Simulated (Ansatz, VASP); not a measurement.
# Ta2Ru in VASP and in Ansatz

File INCAR:

```
ALGO = Fast
EDIFF = 1E-6
EDIFFG = -0.01
ENCUT = 600
IBRION = 2
ISIF = 3
ISMEAR = 0
LASPH = T
LCHARG = F
LREAL = F
LWAVE = F
NELM = 100
NSW = 100
PREC = Accurate
SIGMA = 0.1
```

KPOINTS

```
k-points
0
Gamma
  14 14 14
```

POSCAR

```
Ta2Ru
1.0
    0.0000000000      3.0803026659      3.0803026659
    3.0803026659      0.0000000000      3.0803026659
    3.0803026659      3.0803026659      0.0000000000
Ta Ru
2 1
Direct
    0.7500000000      0.7500000000      0.7500000000
    0.2500000000      0.2500000000      0.2500000000
    0.0000000000      0.0000000000      0.0000000000
```

Input for Ansatz:

```yaml
crystal:
  lattice:
    - [0.0, 3.0803026659, 3.0803026659]
    - [3.0803026659, 0.0, 3.0803026659]
    - [3.0803026659, 3.0803026659, 0.0]
  atoms:
    - { symbol: Ta, position: [0.75, 0.75, 0.75] }
    - { symbol: Ta, position: [0.25, 0.25, 0.25] }
    - { symbol: Ru, position: [0.0, 0.0, 0.0] }
kpoints:
  mp_grid: { grid: [14, 14, 14] }
hamiltonian:
  xc: lda
scf:
  occupations: { method: gaussian, width: 0.1 }
output:
  forces: true
  eigenvalues: true
  stress: true
relax:
  adjacent_minimum: "off"
  f_tol: 0.01
  max_steps: 80
  cell: { stress_tol: 0.05 }
```

Alike in both runs: task relaxation of cell and atoms; functional LDA; k mesh 14 × 14 × 14; occupations gaussian, width 0.1 eV; no spin polarisation.

|  | VASP | Ansatz |
| --- | --- | --- |
| version | VASP 6.6.1 | Ansatz 0.2.0 |
| potentials or method | VASP PAW LDA potentials, release 64 (Ta_pv, Ru_pv) | scalar-relativistic, plane waves, PAW |
| plane-wave cutoff (eV) | 600 | 420 |
| valence electrons in the cell | 36 | 42 |

|  | VASP | Ansatz | Ansatz less VASP |
| --- | --- | --- | --- |
| gap on the k mesh at the Fermi level, each at its own relaxed structure (eV) | none | none | - |
| relaxed volume (Å³/atom) | 18.57 | 18.51 | -0.064 |
| relaxed length of the cell vector where the two differ most in proportion (Å) | 4.287 | 4.282 | -0.0049 |

LDA's correlation is that of Perdew and Zunger in VASP and of Perdew and Wang (1992) in Ansatz. A gap of «none» marks a metal or a gap that the smearing closes. VASP's potentials hold 36 valence electrons a cell and Ansatz's 42, so a difference there can come from the potentials and not from the codes.

Spin-orbit coupling is off throughout.
